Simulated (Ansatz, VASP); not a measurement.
Two plane-wave programs on Ru

```xyz
2
Lattice="2.7029 0.0000 0.0000 -1.3514 2.3408 0.0000 0.0000 0.0000 4.2644" Properties=species:S:1:pos:R:3 pbc="T T T"
Ru    0.0000    1.5605    1.0661
Ru    1.3514    0.7803    3.1983
```

Alike in both runs: functional r2SCAN; k mesh 19 × 19 × 10; occupations fermi-dirac, width 0.05 eV; no spin polarisation.

Ansatz relaxed the structure, and its values are those at the end. VASP's run is a single point on that final structure, the one shown.

|  | VASP | Ansatz |
| --- | --- | --- |
| version | VASP 6.6.1 | Ansatz 0.2.0 |
| potentials or method | VASP PAW PBE potentials, release 64 (Ru_sv) | PAW with Ansatz's default frozen-core files, scalar-relativistic |
| plane-wave cutoff (eV) | 620 | 500 |
| valence electrons in the cell | 32 | 32 |

VASP gave:

| Quantity | Value |
| --- | --- |
| pressure (GPa) | 0.1 |

Problem. What did Ansatz give for the same quantities?

Solution. Pressure (GPa): 0.0.

VASP's potentials were made for PBE, not for r2SCAN.
